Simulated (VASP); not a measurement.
A run of VASP 6.6.1 is set up as follows.

Contents of INCAR:

```
SYSTEM = Si6NO10
ALGO = Normal ; EDIFF = 1E-6
EDIFFG = -0.03 ; ENCUT = 520
GGA = PS ; IBRION = 2
ISIF = 2 ; ISMEAR = -1
LASPH = .True. ; LCHARG = .False.
LREAL = Auto ; LWAVE = .False.
NELECT = 90.0 ; NELM = 100
NSW = 80 ; PREC = Accurate
SIGMA = 0.05
```

Contents of KPOINTS:

```
k-points
0
Gamma
  2 2 2
  0 0 0
```

File POSCAR:

```
Si6NO10
1.0
   -3.9755720000     -2.2952980000      5.2330850000
    3.9755720000     -2.2952980000      5.2330850000
    0.0000000000      4.5905950000      5.2330850000
Si O N
6 10 1
Direct
    0.0343290600      0.4656709100      0.2500000400
    0.2499999900      0.0343290700      0.4656709600
    0.4656709100      0.2499999800      0.0343291300
    0.5343290400      0.9656708900      0.7500001300
    0.7499999700      0.5343290500      0.9656710500
    0.9656708900      0.7499999600      0.5343292200
    0.4405117600      0.0594882200      0.2500000400
    0.2499999900      0.4405117600      0.0594882800
    0.0594882200      0.2499999900      0.4405118100
    0.4999999900      0.1664816400      0.8335184200
    0.8335183100      0.4999999800      0.1664817600
    0.9405117400      0.5594881900      0.7500001300
    0.7499999600      0.9405117400      0.5594883700
    0.5594882000      0.7499999700      0.9405119000
    0.3335183300     -0.0000000100      0.6664817200
    0.6664816500      0.3335183100      0.0000000700
   -0.0000000200      0.6664816600      0.3335183900
```

Potentials or basis: VASP PAW PBE potentials, release 64 (Si, O, N).

The run is started by

```bash
$ cat potpaw_PBE.64/Si/POTCAR potpaw_PBE.64/O/POTCAR potpaw_PBE.64/N/POTCAR > POTCAR
$ mpirun -np 1 vasp_std > vasp.out
```

Predict the energy gained by relaxing.

69.9 meV/atom.

The path:
```csv
step,energy change (eV),largest force (eV/Å),pressure (GPa)
1,0.0000,4.0202,7.38
2,0.6464,5.8186,5.75
3,-0.4134,1.9939,6.08
4,-0.7491,1.4821,1.63
5,-0.7658,1.1550,2.36
6,-0.9156,1.5069,0.84
7,-0.9222,1.2085,1.07
8,-0.9723,1.8858,0.70
9,-1.0002,0.8779,0.80
10,-1.0689,1.0143,1.11
11,-1.0690,1.0406,1.12
12,-1.1161,0.5731,1.21
13,-1.1161,0.5371,1.20
14,-1.1383,0.3918,1.14
15,-1.1394,0.5686,1.12
16,-1.1564,0.2962,0.88
17,-1.1568,0.3606,0.84
18,-1.1698,0.3067,0.67
19,-1.1700,0.3627,0.65
20,-1.1794,0.2387,0.51
21,-1.1794,0.2027,0.52
22,-1.1830,0.1539,0.59
23,-1.1831,0.1821,0.60
24,-1.1857,0.1663,0.66
25,-1.1857,0.1760,0.66
26,-1.1869,0.1405,0.67
27,-1.1870,0.0924,0.67
28,-1.1876,0.0705,0.62
29,-1.1877,0.0822,0.62
30,-1.1883,0.0407,0.57
31,-1.1885,0.0514,0.53
32,-1.1887,0.0423,0.50
33,-1.1887,0.0470,0.50
34,-1.1889,0.0306,0.49
35,-1.1889,0.0434,0.49
36,-1.1891,0.0239,0.49
```

Caveat: the k points lie up to 0.50 Å⁻¹ apart; the cell carries a net charge on a neutralising background, which shifts energy and pressure; the cell is charged against a uniform background, so pressure and absolute levels hang on convention; the PAW data sets were made with another functional, which shifts forces and pressure a little.
